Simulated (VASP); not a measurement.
# SnTe: single point with r2SCAN

SnTe:

```
Sn Te
1.0
    -0.06379    3.12554    3.12554
     3.12554   -0.06379    3.12554
     3.12554    3.12554   -0.06379
Sn Te
1 1
Direct
  0.00000 0.00000 0.00000
  0.50000 0.50000 0.50000
```

This cell differs from its parent crystal: strain along [111] -3.0%.

```json
{"Program": "VASP 6.6.1", "Task": "single point", "Functional": "r2SCAN", "Potentials or basis": "VASP PAW PBE potentials, release 64 (Sn_d, Te)", "Cutoff": "520 eV", "k mesh": "8 × 8 × 8", "Occupations": "fermi-dirac, width 0.02 eV", "Spin": "no spin polarisation"}
```

```
Pressure               : 1.3 GPa
Band gap on the k mesh : zero (bands 10 and 11 overlap by 0.18 eV)
```

Stress tensor (GPa, compression positive):
```
1.26 0.30 0.30
0.30 1.26 0.30
0.30 0.30 1.26
```

Levels at points of the mesh, in eV from the Fermi level:
```tsv
k point	band 6	band 7	band 8	band 9	band 10	band 11	band 12	band 13	band 14	band 15
(0.00, 0.00, 0.00)	-13.56	-4.88	-2.68	-2.68	-2.39	3.24	3.36	3.36	4.74	4.74
(0.50, 0.00, 0.00)	-12.23	-8.92	-2.23	-2.13	0.01	0.02	0.16	0.34	8.01	8.69
(0.50, 0.50, 0.00)	-11.89	-6.88	-6.05	-4.31	-4.09	2.24	4.91	5.01	6.55	9.04
(0.50, 0.50, 0.50)	-12.16	-8.79	-2.32	-2.32	-0.23	-0.17	0.04	0.04	8.21	9.12
```

It took 4.7 min on 1 thread of AMD EPYC 7R43 64-Core Processor (Zen 3), on a shared host, peak memory 0.22 GiB.

Caveat: the cell differs from its parent crystal (strain along [111] -3.0%); semilocal functionals underestimate gaps, so a narrow gap can read as zero; the PAW data sets were made with another functional, which shifts forces and pressure a little; spin-orbit coupling is left out, which moves the levels of the heavy elements.
